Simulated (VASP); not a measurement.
Crystal: TiO2.

```xyz
6
Lattice="4.5059 0.0000 0.0000 0.0000 4.5059 0.0000 0.0000 0.0000 2.8988" Properties=species:S:1:pos:R:3 pbc="T T T"
Ti    0.0000    0.0000    1.4494
Ti    2.2530    2.2530    0.0000
O     1.3713    1.3713    1.4494
O     0.8817    3.6242    0.0000
O     3.6242    0.8817    0.0000
O     3.1347    3.1347    1.4494
```

Base run:

| Property | Result |
| --- | --- |
| Program | VASP 6.6.1 |
| Functional | BLYP |
| Dispersion | D3(BJ) |
| Potentials or basis | VASP PAW PBE potentials, release 64 (Ti_sv, O) |
| Cutoff | 520 eV |
| k mesh | 6 × 6 × 9 |
| Occupations | fermi-dirac, width 0.05 eV |
| Spin | no spin polarisation |

Its results: band gap on the k mesh 1.98 eV, direct; pressure 19.5 GPa; largest force 0.437 eV/Å.

Problem. The run is repeated on the same cell with these changes: functional from BLYP to revPBE; further incar settings from ALGO = Normal; EDIFF = 1e-07; NBANDS = 33 to ALGO = Normal; EDIFF = 1e-06; NBANDS = 33. What comes out?

Solution. Band gap on the k mesh 2.02 eV, direct; pressure 17.5 GPa; largest force 0.372 eV/Å.

Caveats: the PAW data sets were made with another functional, which shifts forces and pressure a little.

A k mesh can miss the band edges.
